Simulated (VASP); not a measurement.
Crystal: BaF3.

```
CELL_PARAMETERS angstrom
-2.12239 2.12239 3.41925
2.12239 -2.12239 3.41925
2.12239 2.12239 -3.41925
ATOMIC_POSITIONS crystal
Ba 0.00000 0.00000 0.00000
F 0.75000 0.25000 0.50000
F 0.25000 0.75000 0.50000
F 0.50000 0.50000 0.00000
```

```yaml
Program: VASP 6.6.1
Task: relaxation of cell and atoms
Functional: LDA
Potentials_or_basis: VASP PAW LDA potentials, release 64 (Ba_sv, F)
Cutoff: 600 eV
k_mesh: 8 × 8 × 8
Occupations: fermi-dirac, width 0.05 eV
Spin: no spin polarisation
```

At the start: pressure -5.8 GPa; volume 15.40 Å³/atom.

Q: Where does the relaxation end?

A: Over 9 steps the energy falls by 27.8 meV/atom and the volume is 14.02 Å³/atom (-9.0 %); space group I4/mmm (No. 139, to 0.1 Å) before and after.

The path:
| step | energy change (eV) | largest force (eV/Å) | pressure (GPa) | volume (Å³) |
| --- | --- | --- | --- | --- |
| 1 | 0.0000 | 0.0000 | -5.81 | 61.61 |
| 2 | -0.1087 | 0.0000 | -0.96 | 56.76 |
| 3 | -0.1108 | 0.0000 | -0.02 | 56.07 |
| 4 | -0.1108 | 0.0000 | 0.12 | 55.96 |
| 5 | -0.1109 | 0.0000 | 0.00 | 56.05 |
| 6 | -0.1109 | 0.0000 | -0.13 | 56.14 |
| 7 | -0.1110 | 0.0000 | -0.12 | 56.14 |
| 8 | -0.1112 | 0.0000 | -0.09 | 56.11 |
| 9 | -0.1114 | 0.0000 | -0.08 | 56.07 |

Final structure:
```
Ba F
1.0
    -2.04610    2.04610    3.34819
     2.04610   -2.04610    3.34819
     2.04610    2.04610   -3.34819
Ba F
1 3
Direct
  0.00000 0.00000 0.00000
  0.75000 0.25000 0.50000
  0.25000 0.75000 0.50000
  0.50000 0.50000 0.00000
```

Caveat: an odd number of electrons without spin polarisation forces a metal; a magnetic or distorted state may lie lower.
